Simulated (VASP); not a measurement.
Write the native input for VASP 6.6.1 that does the following.

```yaml
Task: single point
Functional: PBE
Dispersion: D3(BJ)
Potentials_or_basis: VASP PAW PBE potentials, release 64 (O, H, C)
Cutoff: 520 eV
k_mesh: 1 × 1 × 1
Occupations: fermi-dirac, width 0.02 eV
Spin: no spin polarisation
Dipole_correction: no
Further_INCAR_settings: LREAL = Auto; ALGO = Normal; EDIFF = 1e-06; NBANDS = 39
```

The structure of H10CO6 lies in POSCAR:

```
H10CO6
1.0
    5.2704420000      0.0000000000      0.0000000000
    0.0000000000      5.2704420000      0.0000000000
    0.0000000000      0.0000000000      5.2704420000
O H C
6 10 1
Direct
    0.6399083796      0.1045832589      0.0543028459
    0.9782860716      0.4261122691      0.8698701172
    0.1258528222      0.2396193716      0.4565082018
    0.2153329835      0.8400433967      0.1410318148
    0.4377431722      0.6355823667      0.6762430931
    0.6841930904      0.5854347700      0.3181137370
    0.5156683254     -0.0397120393      0.0582114365
    0.5583023208      0.2222204513      0.1764178412
    0.8643297849      0.2736392887      0.8900392035
    1.0971755310      0.4108953291      0.7217990446
    0.1620167720      0.1428912414      0.3159317568
   -0.0227115676      0.3246976250      0.3817326896
    0.1338976883      0.6836428520      0.1229688136
    0.1683350277      0.9220858516     -0.0081397348
    0.4041975986      0.4488807580      0.6606656520
    0.6508182805      0.9197141340      0.4960115300
    0.5909751023      0.7085743473      0.4949300267
```

These files were run (other wordings do the same):

INCAR

```
PREC = Accurate
ENCUT = 520
EDIFF = 1E-6
ISMEAR = -1
SIGMA = 0.02
LREAL = Auto
LASPH = True
NELM = 80
ALGO = Normal
ISIF = 2
LWAVE = False
LCHARG = True
GGA = PE
IVDW = 12
LELF = True
LVHAR = True
NBANDS = 39
```

KPOINTS

```
Automatic mesh
0
Gamma
  1 1 1
```

Potentials or basis: VASP PAW PBE potentials, release 64 (O, H, C).

Command:

```bash
$ cat potpaw_PBE.64/O/POTCAR potpaw_PBE.64/H/POTCAR potpaw_PBE.64/C/POTCAR > POTCAR
$ mpirun -np 1 vasp_gam > vasp.out
```

Results of the run:

| Property | Result |
| --- | --- |
| Pressure | 1.9 GPa |
| Largest force | 3.800 eV/Å |
| Band gap on the k mesh | 5.12 eV |
| Dispersion energy per atom | -0.047 eV |

Caveat: the k points lie up to 1.19 Å⁻¹ apart.

Run time: 17 s on 1 thread of AMD EPYC 9R45 (Zen 5), on a shared host, peak memory 0.2 GiB.
